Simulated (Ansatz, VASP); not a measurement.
## One calculation of Mg6F, two programs

The input INCAR:

```
SYSTEM = Mg6F
PREC = Accurate ; ENCUT = 520
EDIFF = 1E-6 ; ISMEAR = 0
SIGMA = 0.1 ; LREAL = .FALSE.
LASPH = .TRUE. ; NELM = 60
ALGO = Normal ; ISIF = 2
LWAVE = .FALSE. ; LCHARG = .FALSE.
LDIPOL = .TRUE. ; IDIPOL = 3
DIPOL = 0.5 0.5 0.304 ; GGA = PE
NBANDS = 18
```

Contents of KPOINTS:

```
regular mesh
0
G
  9 4 1
  0 0 0
```

POSCAR

```
Mg6F
1.0
    3.2034417932      0.0000000000      0.0000000000
   -1.6017208966      7.8153198520      0.0000000000
    0.0000000000      0.0000000000     20.9851131634
Mg F
6 1
Direct
    0.8493879956      0.6987759913      0.1906113143
    0.5210014932      0.0420029864      0.2197581863
    0.1926149907      0.3852299814      0.2489050583
    0.3710660944      0.7414803149      0.3283003664
    0.0426232582      0.0834482649      0.3542380799
    0.7128162912      0.4251093731      0.3805132287
    0.7128162912      0.6751093731      0.4043396429
```

Input for Ansatz:

```yaml
crystal:
  lattice:
    - [3.2034417932, 0.0, 0.0]
    - [-1.6017208966, 7.815319852, 0.0]
    - [0.0, 0.0, 20.9851131634]
  atoms:
    - { symbol: Mg, position: [0.8493879956, 0.6987759913, 0.1906113143] }
    - { symbol: Mg, position: [0.5210014932, 0.0420029864, 0.2197581863] }
    - { symbol: Mg, position: [0.1926149907, 0.3852299814, 0.2489050583] }
    - { symbol: Mg, position: [0.3710660944, 0.7414803149, 0.3283003664] }
    - { symbol: Mg, position: [0.0426232582, 0.0834482649, 0.3542380799] }
    - { symbol: Mg, position: [0.7128162912, 0.4251093731, 0.3805132287] }
    - { symbol: F, position: [0.7128162912, 0.6751093731, 0.4043396429] }
basis:
  ecutwfc: 420
kpoints:
  mp_grid: { grid: [9, 4, 1] }
hamiltonian:
  xc: pbe
scf:
  occupations: { method: gaussian, width: 0.1 }
output:
  forces: true
  eigenvalues: true
efield:
  axis: 3
  dipole_correction: true
  ramp_width: 0.04
```

Alike in both runs: task single point; functional PBE; k mesh 9 × 4 × 1; occupations gaussian, width 0.1 eV; no spin polarisation.

|  | VASP | Ansatz |
| --- | --- | --- |
| version | VASP 6.6.1 | Ansatz 0.2.0 |
| potentials or method | VASP PAW PBE potentials, release 64 (Mg, F), cutoff 520 eV | scalar-relativistic, plane waves, PAW |
| valence electrons in the cell | 19 | 67 |

Ansatz gave:

| Property | Result |
| --- | --- |
| gap on the k mesh at the Fermi level (eV) | none |
| rms of the force components (eV/Å) | 0.210 |

Question: What did VASP give for the same quantities?

Answer: gap on the k mesh at the Fermi level (eV): none; rms of the force components (eV/Å): 0.213.

Atom by atom the forces differ by 0.004 eV/Å (rms over components). A gap of «none» marks a metal or a gap that the smearing closes. VASP's potentials hold 19 valence electrons a cell and Ansatz's 67, so a difference there can come from the potentials and not from the codes.
